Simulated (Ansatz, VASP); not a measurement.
**BN in VASP and in Ansatz**

File POSCAR:

```
BN
1.0
    2.5439665234      0.0000000000      0.0000000000
   -1.2719832617      2.2031396356      0.0000000000
    0.0000000000      0.0000000000      4.2077449346
B N
2 2
Direct
    0.6666666667      0.3333333333      0.9504688761
    0.3333333333      0.6666666667      0.5491303057
    0.6666666667      0.3333333333      0.6964975064
    0.3333333333      0.6666666667      0.0539033118
```

INCAR.step1

```
SYSTEM = BN
PREC = Accurate
ENCUT = 520
ISMEAR = 0
SIGMA = 0.05
LREAL = .FALSE.
LASPH = .TRUE.
NELM = 80
NBANDS = 16
GGA = PE
ALGO = Normal
EDIFF = 1E-4
LWAVE = .TRUE.
LCHARG = .FALSE.
```

Contents of INCAR.step2:

```
SYSTEM = BN
PREC = Accurate
ENCUT = 520
EDIFF = 1E-6
ISMEAR = 0
SIGMA = 0.05
LREAL = .FALSE.
LASPH = .TRUE.
NELM = 80
ALGO = Normal
ISIF = 2
LWAVE = .FALSE.
LCHARG = .FALSE.
METAGGA = R2SCAN
LMIXTAU = .TRUE.
NBANDS = 16
ISTART = 1
```

KPOINTS

```
Automatic mesh
0
G
  12 12 6
  0 0 0
```

Input for Ansatz:

```yaml
crystal:
  lattice:
    - [2.5439665234, 0.0, 0.0]
    - [-1.2719832617, 2.2031396356, 0.0]
    - [0.0, 0.0, 4.2077449346]
  atoms:
    - { symbol: B, position: [0.6666666667, 0.3333333333, 0.9504688761] }
    - { symbol: B, position: [0.3333333333, 0.6666666667, 0.5491303057] }
    - { symbol: "N", position: [0.6666666667, 0.3333333333, 0.6964975064] }
    - { symbol: "N", position: [0.3333333333, 0.6666666667, 0.0539033118] }
basis:
  ecutwfc: 500
kpoints:
  mp_grid: { grid: [12, 12, 6] }
hamiltonian:
  xc: r2scan
scf:
  occupations: { method: gaussian, width: 0.05 }
output:
  forces: true
  stress: true
  eigenvalues: true
```

Change from the starting cell: mode 8 (973.5 1/cm) frozen in, largest displacement -0.300 Å.

Alike in both runs: task single point; functional r2SCAN; k mesh 12 × 12 × 6; occupations gaussian, width 0.05 eV; no spin polarisation.

```csv
,VASP,Ansatz
version,VASP 6.6.1,Ansatz 0.2.0
potentials or method,"VASP PAW PBE potentials, release 64 (B, N), cutoff 520 eV","scalar-relativistic, plane waves, PAW"
valence electrons in the cell,16,16
```

VASP gave:

| Quantity | Value |
| --- | --- |
| gap on the k mesh at the Fermi level (eV) | 3.35 |
| least direct gap on the mesh (eV) | 4.18 |
| rms of the force components (eV/Å) | 18.534 |

**Question.** Estimate Ansatz's values.

**Answer.** gap on the k mesh at the Fermi level (eV): 3.35; least direct gap on the mesh (eV): 4.21; rms of the force components (eV/Å): 18.237.

VASP's potentials were made for PBE, not for r2SCAN. Atom by atom the forces differ by 0.298 eV/Å (rms over components).
